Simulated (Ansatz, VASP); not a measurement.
One calculation of PbSe, two programs

```
CELL_PARAMETERS angstrom
13.21982 0.00000 0.00000
0.00000 4.45645 0.00000
0.00000 0.00000 4.41518
ATOMIC_POSITIONS crystal
Pb 0.85958 0.75000 0.91029
Pb 0.35958 0.75000 0.58971
Pb 0.14042 0.25000 0.08971
Pb 0.64042 0.25000 0.41029
Se 0.64231 0.75000 0.95175
Se 0.14231 0.75000 0.54825
Se 0.35769 0.25000 0.04825
Se 0.85769 0.25000 0.45175
```

Alike in both runs: task single point; functional LDA; k mesh 2 × 4 × 4; no spin polarisation.

|  | VASP | Ansatz |
| --- | --- | --- |
| version | VASP 6.6.1 | Ansatz 0.2.0 |
| potentials or method | VASP PAW LDA potentials, release 64 (Pb_d, Se), cutoff 520 eV | plane waves, PAW |
| occupations | gaussian, width 0.01 eV | fixed |
| valence electrons in the cell | 80 | 120 |

```tsv
	VASP	Ansatz	Ansatz less VASP
gap on the k mesh at the Fermi level (eV)	1.20	1.21	+0.011
```

LDA's correlation is that of Perdew and Zunger in VASP and of Perdew and Wang (1992) in Ansatz. VASP's potentials hold 80 valence electrons a cell and Ansatz's 120, so a difference there can come from the potentials and not from the codes.

Neither program's run includes spin-orbit coupling.
